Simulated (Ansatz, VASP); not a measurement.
**One calculation of MgCd2S3, two programs**

```
CELL_PARAMETERS angstrom
4.14860 0.00000 0.00000
-2.07430 3.59279 0.00000
0.00000 0.00000 20.16663
ATOMIC_POSITIONS crystal
Mg 0.00000 0.00000 0.50220
Mg 0.00000 0.00000 0.83133
Cd 0.66667 0.33333 0.99755
Cd 0.66667 0.33333 0.33950
Cd 0.66667 0.33333 0.66871
Cd 0.00000 0.00000 0.16831
S 0.66667 0.33333 0.12495
S 0.66667 0.33333 0.46688
S 0.66667 0.33333 0.79600
S 0.00000 0.00000 0.29578
S 0.00000 0.00000 0.62483
S 0.00000 0.00000 0.95396
```

Alike in both runs: functional PBE; k mesh 6 × 6 × 2; occupations gaussian, width 0.02 eV; no spin polarisation.

Ansatz relaxed the structure, and its values are those at the end. VASP's run is a single point on that final structure, the one shown.

|  | VASP | Ansatz |
| --- | --- | --- |
| version | VASP 6.6.1 | Ansatz 0.2.0 |
| potentials or method | VASP PAW PBE potentials, release 64 (Mg, Cd, S), cutoff 520 eV | scalar-relativistic, plane waves, PAW |
| valence electrons in the cell | 88 | 136 |

Ansatz gave:

```
gap on the k mesh at the Fermi level (eV) : 1.53
least direct gap on the mesh (eV)         : 1.53
pressure (GPa)                            : 0.0
rms of the force components (eV/Å)        : 0.003
```

Which values does VASP return?

gap on the k mesh at the Fermi level (eV): 1.53; least direct gap on the mesh (eV): 1.53; pressure (GPa): 0.2; rms of the force components (eV/Å): 0.015.

The functional is the same, so the differences come from potentials, cutoffs and numerics. VASP's potentials hold 88 valence electrons a cell and Ansatz's 136, so a difference there can come from the potentials and not from the codes.
